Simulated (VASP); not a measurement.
# Se (P3_121) in VASP: further runs, part 3 of 3

VASP 6.6.1. The steps go on from the part before.

## 5. Single point, PBE+D3(BJ) (c/a of the conventional cell at fixed volume 1.0714)

INCAR reads:

```
  PREC = Accurate
  ENCUT = 520
  EDIFF = 1E-6
  ISMEAR = 0
  SIGMA = 0.05
  LREAL = False
  LASPH = True
  NELM = 60
  ALGO = Normal
  ISIF = 2
  LWAVE = False
  LCHARG = True
  GGA = PE
  IVDW = 12
  LELF = True
  LVHAR = True
  NBANDS = 16
```

KPOINTS reads:

```
Automatic mesh
0
Gamma
  9 9 8
```

POSCAR reads:

```
Se
1.0
    4.2945953382      0.0000000000      0.0000000000
   -2.1472976691      3.7192286618      0.0000000000
    0.0000000000      0.0000000000      4.6012294453
Se
3
Direct
    0.2166185459      0.0000000000      0.3333333333
    0.0000000000      0.2166185459      0.6666666667
    0.7833814541      0.7833814541      0.0000000000
```

Potentials or basis: VASP PAW PBE potentials, release 64 (Se).

Started as:

```sh
> cat potpaw_PBE.64/Se/POTCAR > POTCAR
> mpirun -np 1 vasp_std > vasp.out
```

OUTCAR:

```text
PREC = Accurate
   ENCUT = 520
   EDIFF = 1E-6
   ISMEAR = 0
   LREAL = False
   LASPH = True
   NELM = 60
   ISIF = 2
   GGA = PE
   IVDW = 12
 IVDW          = 12

 ion  position               nearest neighbor table
   1  0.217  0.000  0.333-   3 2.22   2 2.22
   2  0.000  0.217  0.667-   3 2.22   1 2.22
   3  0.783  0.783  0.000-   2 2.22   1 2.22

  LATTYP: Found a hexagonal cell.
 ALAT       =     4.2945953382
 C/A-ratio  =     1.0714000000

  Lattice vectors:

 A1 = (   4.2945953382,   0.0000000000,   0.0000000000)
[... 648 lines left out ...]
 Edisp (eV)   -1.05995

 E8    (eV) :    -0.4365

  FORCE on cell =-STRESS in cart. coord.  units (eV):
  Direction    XX          YY          ZZ          XY          YZ          ZX
  --------------------------------------------------------------------------------------
  -------------------------------------------------------------------------------------
  Total       4.91246     4.91246     9.83194     0.00000     0.00000    -0.00000
  in kB     107.09287   107.09287   214.33877     0.00000     0.00000    -0.00000
  external pressure =      142.84 kB  Pullay stress =        0.00 kB

 VOLUME and BASIS-vectors are now :
 -----------------------------------------------------------------------------
  energy-cutoff  :      520.00
  volume of cell :       73.49
      direct lattice vectors                 reciprocal lattice vectors
     4.294595338  0.000000000  0.000000000     0.232850809  0.134436477  0.000000000
    -2.147297669  3.719228662  0.000000000     0.000000000  0.268872955  0.000000000
     0.000000000  0.000000000  4.601229445     0.000000000  0.000000000  0.217333218

 POSITION                                       TOTAL-FORCE (eV/Angst)
 -----------------------------------------------------------------------------------
      0.93029      0.00000      1.53374         3.039829     -0.000000      0.000000
     -0.46514      0.80565      3.06749        -1.519915      2.632569     -0.000000
      1.68215      2.91357      0.00000        -1.519915     -2.632569     -0.000000
 -----------------------------------------------------------------------------------
    total drift:                               -0.000000     -0.000000      0.000000

  FREE ENERGIE OF THE ION-ELECTRON SYSTEM (eV)
  ---------------------------------------------------
  free  energy   TOTEN  =       -10.7718574243 eV

  energy  without entropy=      -10.7718574243  energy(sigma->0) =      -10.77185742
```

OSZICAR:

```text
N       E                     dE             d eps       ncg     rms          rms(c)
DAV:   1     0.841146224859E+02    0.84115E+02   -0.72432E+03  2592   0.939E+02
DAV:   2    -0.467746235035E+01   -0.88792E+02   -0.83782E+02  3448   0.159E+02
DAV:   3    -0.977623513221E+01   -0.50988E+01   -0.50813E+01  3224   0.433E+01
DAV:   4    -0.980895539472E+01   -0.32720E-01   -0.32716E-01  3440   0.410E+00
DAV:   5    -0.980917857492E+01   -0.22318E-03   -0.22318E-03  3280   0.332E-01    0.942E+00
DAV:   6    -0.973845523435E+01    0.70723E-01   -0.39826E-02  3120   0.117E+00    0.581E+00
DAV:   7    -0.971234463542E+01    0.26111E-01   -0.81161E-02  2864   0.166E+00    0.236E-01
DAV:   8    -0.971175477716E+01    0.58986E-03   -0.55943E-03  3008   0.475E-01    0.969E-02
DAV:   9    -0.971185747645E+01   -0.10270E-03   -0.34685E-04  3640   0.107E-01    0.302E-02
DAV:  10    -0.971189891435E+01   -0.41438E-04   -0.25430E-05  3136   0.343E-02    0.113E-02
DAV:  11    -0.971190601373E+01   -0.70994E-05   -0.92300E-06  3384   0.189E-02    0.413E-03
DAV:  12    -0.971190621221E+01   -0.19847E-06   -0.42265E-07  2552   0.417E-03
   1 F= -.10771857E+02 E0= -.10771857E+02  d E =-.224868E-18
```

stdout:

```text
POSCAR found type information on POSCAR Se
 POSCAR found :  1 types and       3 ions
 scaLAPACK will be used
 LDA part: xc-table for (Slater+PW92), standard interpolation
 POSCAR, INCAR and KPOINTS ok, starting setup
 FFT: planning ... GRIDC
 FFT: planning ... GRID_SOFT
 FFT: planning ... GRID
 WAVECAR not read
 entering main loop
```

Wall time 34 s (1 thread of AMD EPYC 9R45 (Zen 5), shared host); peak memory 0.2 GiB.

Results:

```
Free energy                : -10.7719 eV
Pressure                   : 14.3 GPa
Largest force              : 3.040 eV/Å
Band gap on the k mesh     : 1.14 eV, indirect (least direct gap 1.92 eV)
Dispersion energy per atom : -0.353 eV
```

Forces on the atoms (eV/Å):
```
Se   3.040  0.000  0.000
Se  -1.520  2.633  0.000
Se  -1.520 -2.633  0.000
```

Stress tensor (GPa, compression positive):
```
10.71  0.00  0.00
 0.00 10.71  0.00
 0.00  0.00 21.43
```

Caveat: forces of over 1 eV/Å act on the atoms, so gaps and moduli don't describe the material at rest.

## 6. Single point, PBE+D3(BJ) (c/a of the conventional cell at fixed volume 1.0084)

INCAR reads:

```
PREC = Accurate ; ENCUT = 520
EDIFF = 1E-6 ; ISMEAR = 0
SIGMA = 0.05 ; LREAL = False
LASPH = True ; NELM = 60
ALGO = Normal ; ISIF = 2
LWAVE = False ; LCHARG = False
GGA = PE ; IVDW = 12
NBANDS = 16
```

KPOINTS is that of step 5.

POSCAR reads:

```
Se
1.0
    4.3822301585      0.0000000000      0.0000000000
   -2.1911150793      3.7951226425      0.0000000000
    0.0000000000      0.0000000000      4.4190408919
Se
3
Direct
    0.2627083307      0.0000000000      0.3333333333
    0.0000000000      0.2627083307      0.6666666667
    0.7372916693      0.7372916693      0.0000000000
```

Potentials or basis: VASP PAW PBE potentials, release 64 (Se).

Started as:

```sh
> cat potpaw_PBE.64/Se/POTCAR > POTCAR
> mpirun -np 1 vasp_std > vasp.out
```

It took 42 s on 1 thread of AMD EPYC 9R45 (Zen 5), shared host; peak memory 0.22 GiB.

The run converged. Its results:

* Free energy: -11.2114 eV
* Pressure: -0.5 GPa
* Largest force: 0.333 eV/Å
* Band gap on the k mesh: zero (band 9 reaches 4.15 eV, above the bottom of band 10 at 3.71 eV)
* Dispersion energy per atom: -0.355 eV

Forces in eV/Å, atoms in the order of the input:
```
Se  -0.333  0.000  0.000
Se   0.167 -0.288  0.000
Se   0.167  0.288  0.000
```

Stress tensor (GPa, compression positive):
```
-2.30  0.00  0.00
 0.00 -2.30  0.00
 0.00  0.00  3.03
```

Levels at points of the mesh, in eV from the Fermi level:
| k point | band 5 | band 6 | band 7 | band 8 | band 9 | band 10 | band 11 | band 12 | band 13 | band 14 |
| --- | --- | --- | --- | --- | --- | --- | --- | --- | --- | --- |
| (0.00, 0.00, 0.00) | -4.01 | -4.01 | -2.57 | -2.57 | -1.37 | 0.85 | 1.61 | 1.61 | 6.52 | 6.52 |
| (0.00, 0.00, 0.50) | -4.02 | -4.02 | -2.37 | -2.37 | -1.21 | -0.29 | -0.29 | 0.53 | 5.75 | 5.75 |

Caveat: pairwise dispersion overbinds metals, which lowers pressure and volume.

## 7. Overview

```csv
cell,gap on the mesh (eV),pressure (GPa),largest force (eV/Å)
"a = 4.068, b = 4.068, c = 5.128 Å, angles 90.0, 90.0, 120.0°, 3 atoms",0.52,-2.5,0.49
"a = 3.941, b = 3.941, c = 5.464 Å, angles 90.0, 90.0, 120.0°, 3 atoms",none,0.7,0.57
"a = 4.214, b = 4.214, c = 4.780 Å, angles 90.0, 90.0, 120.0°, 3 atoms",none,-5.2,0.66
"a = 4.295, b = 4.295, c = 4.601 Å, angles 90.0, 90.0, 120.0°, 3 atoms",1.14,14.3,3.04
"a = 4.382, b = 4.382, c = 4.419 Å, angles 90.0, 90.0, 120.0°, 3 atoms",none,-0.5,0.33
```

Alike in all rows: task single point; level PBE+D3(BJ); potentials or basis VASP PAW PBE potentials, release 64 (Se); no spin polarisation; k mesh 9 × 9 × 8; cutoff (eV) 520; smearing gaussian 0.05 eV.

Caveats: pairwise dispersion overbinds metals, which lowers pressure and volume (some runs); forces of over 1 eV/Å act on the atoms, so gaps and moduli don't describe the material at rest (some runs).

Absolute energies hang on the potentials; compare differences alone.
